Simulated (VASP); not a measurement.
Write the native input for VASP 6.6.1 that does the following.

```yaml
Task: single point
Functional: PBE
Potentials_or_basis: VASP PAW PBE potentials, release 64 (Cd, S)
Cutoff: 520 eV
k_mesh: 6 × 6 × 6
Occupations: gaussian, width 0.01 eV
Spin: no spin polarisation
Dipole_correction: no
Further_INCAR_settings: ALGO = Normal; EDIFF = 1e-06; NBANDS = 16
```

The structure of CdS (Hawleyite) lies in POSCAR:

```
CdS
1.0
    0.0000000000      2.8873477813      2.8873477813
    2.8873477813      0.0000000000      2.8873477813
    2.8873477813      2.8873477813      0.0000000000
Cd S
1 1
Direct
    0.0000000000      0.0000000000      0.0000000000
    0.2500000000      0.2500000000      0.2500000000
```

The input as run:

INCAR

```
SYSTEM = CdS
PREC = Accurate
ENCUT = 520
EDIFF = 1E-6
ISMEAR = 0
SIGMA = 0.01
LREAL = .False.
LASPH = .True.
NELM = 80
ALGO = Normal
ISIF = 2
LWAVE = .False.
LCHARG = .False.
GGA = PE
NBANDS = 16
```

KPOINTS

```
regular mesh
0
Gamma
  6 6 6
  0 0 0
```

Potentials or basis: VASP PAW PBE potentials, release 64 (Cd, S).

Command:

```sh
$ cat potpaw_PBE.64/Cd/POTCAR potpaw_PBE.64/S/POTCAR > POTCAR
$ mpirun -np 1 vasp_std > vasp.out
```

Results of the run:

| Item | Value |
| --- | --- |
| Pressure | 5.4 GPa |
| Band gap on the k mesh | 1.21 eV, direct |

Wall time 20 s on 1 thread of AMD EPYC 7R13 Processor (Zen 3), on a shared host, peak memory 0.13 GiB.
